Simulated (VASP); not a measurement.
Ga, 2 atoms in the cell. Symmetry: Fd-3m, No. 227, cubic system. The conventional cell has a = 5.486 Å, b = 5.486 Å, c = 5.486 Å, α = 90.00°, β = 90.00°, γ = 90.00°. Ga (site symmetry -43m) has 4 Ga at 2.38 Å within 3.1 Å. This isn't the form of Ga at room conditions, which is orthorhombic.

| Property | Result |
| --- | --- |
| Program | VASP 6.6.1 |
| Task | single point |
| Functional | PBE |
| Dispersion | D3(BJ) |
| Potentials or basis | VASP PAW PBE potentials, release 64 (Ga_d) |
| Cutoff | 500 eV |
| k mesh | 6 × 6 × 6 |
| Occupations | fermi-dirac, width 0.1 eV |
| Spin | no spin polarisation |
| Dipole correction | no |
| Further INCAR settings | ALGO = Normal; EDIFF = 1e-06; NBANDS = 20 |

Potentials or basis: VASP PAW PBE potentials, release 64 (Ga_d).

The run is started by

```bash
$ cat potpaw_PBE.64/Ga_d/POTCAR > POTCAR
$ mpirun -np 1 vasp_std > vasp.out
```

Hardware: 1 thread of AMD EPYC 7R43 64-Core Processor (Zen 3), on a shared host.

Question: How long does it take, and how much memory?

Answer: Run time: 14 s on 1 thread of AMD EPYC 7R43 64-Core Processor (Zen 3), on a shared host, peak memory 0.12 GiB. Counts: scf iterations 11, k points 16.
